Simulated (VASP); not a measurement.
# CdF2 (Fm-3m) in VASP: a series of runs, part 2 of 2

VASP 6.6.1. Earlier steps stand in the parts before.

## 4. Single point, PBEsol

INCAR reads:

```
PREC = Accurate
ENCUT = 520
EDIFF = 1E-7
ISMEAR = 0
SIGMA = 0.01
LREAL = False
LASPH = True
NELM = 60
ALGO = Normal
ISIF = 2
LWAVE = False
LCHARG = True
GGA = PS
LELF = True
LVHAR = True
NBANDS = 20
```

KPOINTS reads:

```
Automatic mesh
0
Gamma
  10 10 10
```

POSCAR reads:

```
CdF2
1.0
    0.0000000000      2.6941776812      2.6941776812
    2.6941776812      0.0000000000      2.6941776812
    2.6941776812      2.6941776812      0.0000000000
Cd F
1 2
Direct
    0.0000000000      0.0000000000      0.0000000000
    0.2500000000      0.2500000000      0.2500000000
    0.7500000000      0.7500000000      0.7500000000
```

Potentials or basis: VASP PAW PBE potentials, release 64 (Cd, F).

On the command line:

```console
$ cat potpaw_PBE.64/Cd/POTCAR potpaw_PBE.64/F/POTCAR > POTCAR
$ mpirun -np 1 vasp_std > vasp.out
```

OUTCAR:

```text
PREC = Accurate
   ENCUT = 520
   EDIFF = 1E-7
   ISMEAR = 0
   LREAL = False
   LASPH = True
   NELM = 60
   ISIF = 2
   GGA = PS

 ion  position               nearest neighbor table
   1  0.000  0.000  0.000-   3 2.33   3 2.33   3 2.33   2 2.33   3 2.33   2 2.33   2 2.33   2 2.33

   2  0.250  0.250  0.250-   1 2.33   1 2.33   1 2.33   1 2.33
   3  0.750  0.750  0.750-   1 2.33   1 2.33   1 2.33   1 2.33

  LATTYP: Found a face centered cubic cell.
 ALAT       =     5.3883553624

  Lattice vectors:

 A1 = (   0.0000000000,   2.6941776812,   2.6941776812)
 A2 = (   2.6941776812,   0.0000000000,   2.6941776812)
 A3 = (   2.6941776812,   2.6941776812,   0.0000000000)

Analysis of symmetry for initial positions (statically):
=====================================================================
 Subroutine PRICEL returns:
 Original cell was already a primitive cell.

 Routine SETGRP: Setting up the symmetry group for a
 face centered cubic supercell.

 Subroutine GETGRP returns: Found 48 space group operations
 (whereof 48 operations were pure point group operations)
 out of a pool of 48 trial point group operations.
[... 162 lines left out ...]

  energy without entropy =      -11.59309183  energy(sigma->0) =      -11.59309183

 E-fermi :  -1.3941     XC(G=0): -10.7069

 val. band max:       -1.4526049714   @ k =  -0.3000   0.5000   0.2000
 cond. band min:       1.4575219669   @ k =   0.0000   0.0000   0.0000
 fundamental gap:      2.9101269383
 Fermi energy:        -1.3940832084

 k-point     1 :       0.0000    0.0000    0.0000
  band No.  band energies     occupation
      1     -22.1609      2.00000
      2     -21.0259      2.00000
      3      -7.0725      2.00000
      4      -7.0725      2.00000
      5      -7.0725      2.00000
      6      -5.8215      2.00000
[... 541 lines left out ...]
     19      18.8081      0.00000
     20      19.0818      0.00000

 [... further k-points ...]

------------------------ aborting loop because EDIFF is reached ----------------------------------------

  FORCE on cell =-STRESS in cart. coord.  units (eV):
  Direction    XX          YY          ZZ          XY          YZ          ZX
  --------------------------------------------------------------------------------------
  -------------------------------------------------------------------------------------
  Total        0.1246542      0.1246542      0.1246542      0.0000000      0.0000000      0.0000000
  in kB        5.1063307      5.1063307      5.1063307      0.0000000      0.0000000      0.0000000
  external PRESSURE =       5.1063307 kB  Pullay stress =       0.0000000 kB

 VOLUME and BASIS-vectors are now :
 -----------------------------------------------------------------------------
  energy-cutoff  :      520.00
  volume of cell :       39.11
      direct lattice vectors                 reciprocal lattice vectors
     0.000000000  2.694177681  2.694177681    -0.185585384  0.185585384  0.185585384
     2.694177681  0.000000000  2.694177681     0.185585384 -0.185585384  0.185585384
     2.694177681  2.694177681  0.000000000     0.185585384  0.185585384 -0.185585384

 POSITION                                       TOTAL-FORCE (eV/Angst)
 -----------------------------------------------------------------------------------
      0.00000      0.00000      0.00000        -0.000000     -0.000000      0.000000
      1.34709      1.34709      1.34709        -0.000000     -0.000000     -0.000000
      4.04127      4.04127      4.04127         0.000000      0.000000      0.000000
 -----------------------------------------------------------------------------------
    total drift:                                0.000000      0.000000      0.000000

  FREE ENERGIE OF THE ION-ELECTRON SYSTEM (eV)
  ---------------------------------------------------
  free  energy   TOTEN  =       -11.5930918266 eV

  energy  without entropy=      -11.5930918266  energy(sigma->0) =      -11.59309183
```

stdout:

```text
POSCAR found type information on POSCAR CdF
 POSCAR found :  2 types and       3 ions
 scaLAPACK will be used
 -----------------------------------------------------------------------------
|                                                                             |
|                                                                             |
|     You enforced a specific xc type in the INCAR file but a different       |
|     I HOPE YOU KNOW WHAT YOU ARE DOING!                                     |
|                                                                             |
 -----------------------------------------------------------------------------

 LDA part: xc-table for (Slater+PW92), standard interpolation
 POSCAR, INCAR and KPOINTS ok, starting setup
 FFT: planning ... GRIDC
 FFT: planning ... GRID_SOFT
 FFT: planning ... GRID
 WAVECAR not read
 entering main loop
```

Run time: 57 s. Hardware: 1 thread of Intel Xeon 8259CL, shared host; peak memory 0.18 GiB.

What came out:

| Quantity | Value |
| --- | --- |
| Free energy | -11.5931 eV |
| Pressure | 0.5 GPa |
| Band gap on the k mesh | 2.91 eV (least direct gap 3.39 eV) |

Levels at points of the mesh, in eV from the valence-band top:
```tsv
k point	band 10	band 11	band 12	band 13	band 14	band 15	band 16	band 17
(0.00, 0.00, 0.00)	-0.99	-0.48	-0.48	-0.48	2.91	12.51	12.51	12.51
(0.50, 0.00, 0.00)	-1.87	-1.87	-0.38	-0.38	7.06	8.98	14.32	14.32
(0.50, 0.50, 0.00)	-3.01	-0.50	-0.08	-0.08	7.88	9.47	11.70	14.12
```

Caveat: the PAW data sets were made with another functional, which shifts forces and pressure a little.

## 5. Overview

```csv
level,potentials or basis,k mesh,gap on the mesh (eV),pressure (GPa)
LDA,"VASP PAW LDA potentials, release 64 (Cd, F)",8 × 8 × 8,2.80,-4.7
PBE,"VASP PAW PBE potentials, release 64 (Cd, F)",8 × 8 × 8,3.07,6.2
PBEsol,"VASP PAW PBE potentials, release 64 (Cd, F)",10 × 10 × 10,2.91,0.5
```

Alike in all rows: task single point; no spin polarisation; cell as given; cutoff (eV) 520; smearing gaussian 0.01 eV.

Caveats: the cell stands under tension (at least some runs); the cell stands under pressure (at least some runs); the PAW data sets were made with another functional, which shifts forces and pressure a little (at least some runs).

Absolute energies hang on the potentials; compare differences alone.
